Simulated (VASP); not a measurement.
A run of VASP 6.6.1 is set up as follows.

The input INCAR:

```
SYSTEM = LiBr
ALGO = Normal ; EDIFF = 1E-8
ENCUT = 650 ; GGA = PE
GGA_COMPAT = .False. ; ISIF = 2
ISMEAR = 0 ; LASPH = .True.
LCHARG = .False. ; LEFG = .True.
LREAL = .False. ; LWAVE = .False.
NBANDS = 54 ; NELM = 120
PREC = Accurate ; SIGMA = 0.01
```

File KPOINTS:

```
k-points
0
Gamma
  3 3 3
  0 0 0
```

The input POSCAR:

```
LiBr
1.0
    0.0000000000      5.5013000000      5.5013000000
    5.5013000000      0.0000000000      5.5013000000
    5.5013000000      5.5013000000      0.0000000000
Li Br
8 8
Direct
    0.0000000000      0.0000000000      0.0000000000
    0.0000000000      0.0000000000      0.5000000000
    0.0000000000      0.5000000000      0.0000000000
    0.0000000000      0.5000000000      0.5000000000
    0.5000000000      0.0000000000      0.0000000000
    0.5000000000      0.0000000000      0.5000000000
    0.5000000000      0.5000000000      0.0000000000
    0.5000000000      0.5000000000      0.5000000000
    0.2500000000      0.2500000000      0.2500000000
    0.2500000000      0.2500000000      0.7500000000
    0.2500000000      0.7500000000      0.2500000000
    0.2500000000      0.7500000000      0.7500000000
    0.7500000000      0.2500000000      0.2500000000
    0.7500000000      0.2500000000      0.7500000000
    0.7500000000      0.7500000000      0.2500000000
    0.7500000000      0.7500000000      0.7500000000
```

Potentials or basis: VASP PAW PBE potentials, release 64 (Li_sv, Br).

Run with:

```bash
$ cat potpaw_PBE.64/Li_sv/POTCAR potpaw_PBE.64/Br/POTCAR > POTCAR
$ mpirun -np 1 vasp_std > vasp.out
```

Task: Predict the band gap on the k mesh.

Result: 4.95 eV.

Task: What does it give for the pressure?

Result: 0.1 GPa.
